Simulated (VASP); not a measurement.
Al2Cu: single point with PBEsol

Crystal: Al2Cu.

```
CELL_PARAMETERS angstrom
5.99235 0.00000 0.00000
0.00000 5.99235 0.00000
0.00000 0.00000 4.82870
ATOMIC_POSITIONS crystal
Al 0.15934 0.34066 0.00000
Al 0.15934 0.65934 0.50000
Al 0.84066 0.34066 0.50000
Al 0.84066 0.65934 0.00000
Al 0.65934 0.84066 0.50000
Al 0.65934 0.15934 0.00000
Al 0.34066 0.84066 0.00000
Al 0.34066 0.15934 0.50000
Cu 0.00000 0.00000 0.75000
Cu 0.00000 0.00000 0.25000
Cu 0.50000 0.50000 0.25000
Cu 0.50000 0.50000 0.75000
```

```json
{
  "Program": "VASP 6.6.1",
  "Task": "single point",
  "Functional": "PBEsol",
  "Potentials or basis": "VASP PAW PBE potentials, release 64 (Al, Cu)",
  "Cutoff": "520 eV",
  "k mesh": "6 × 6 × 8",
  "Occupations": "gaussian, width 0.1 eV",
  "Spin": "no spin polarisation",
  "Dipole correction": "no",
  "Further INCAR settings": "ALGO = Fast; EDIFF = 1e-06; NBANDS = 46"
}
```

The pressure is 0.2 GPa, the largest force is 0.027 eV/Å and the band gap on the k mesh is zero (bands 34 and 35 overlap by 1.92 eV).

Forces on the atoms (eV/Å):
```
Al  -0.019  0.019  0.000
Al  -0.019 -0.019  0.000
Al   0.019  0.019  0.000
Al   0.019 -0.019  0.000
Al  -0.019  0.019  0.000
Al  -0.019 -0.019  0.000
Al   0.019  0.019  0.000
Al   0.019 -0.019  0.000
Cu   0.000  0.000  0.000
Cu   0.000  0.000  0.000
Cu   0.000  0.000  0.000
Cu   0.000  0.000  0.000
```

Stress tensor (GPa, compression positive):
```
 0.39  0.00  0.00
 0.00  0.39  0.00
 0.00  0.00 -0.05
```

Levels at points of the mesh, in eV from the Fermi level:
```
           k point  band 31  band 32  band 33  band 34  band 35  band 36  band 37  band 38
(0.00, 0.00, 0.00)    -1.49    -1.31    -1.31    -0.90    -0.27     0.03     1.47     1.47
(0.50, 0.00, 0.00)    -1.44    -1.44    -0.06    -0.06     0.37     0.37     1.47     1.47
(0.50, 0.50, 0.00)    -1.35    -1.35    -0.94    -0.94    -0.74    -0.74     0.78     0.78
(0.00, 0.00, 0.50)    -0.82    -0.82    -0.82    -0.82    -0.81    -0.81     0.19     0.19
(0.50, 0.00, 0.50)    -2.70    -2.70     0.19     0.19     0.19     0.19     4.07     4.07
(0.50, 0.50, 0.50)     0.39     0.39     0.70     0.70     0.70     0.70     1.83     1.83
```

Wall time 8.4 min on 1 thread of Intel(R) Xeon(R) Platinum 8488C (Sapphire Rapids) (shared host), peak memory 0.45 GiB.

Caveat: the PAW data sets were made with another functional, which shifts forces and pressure a little.
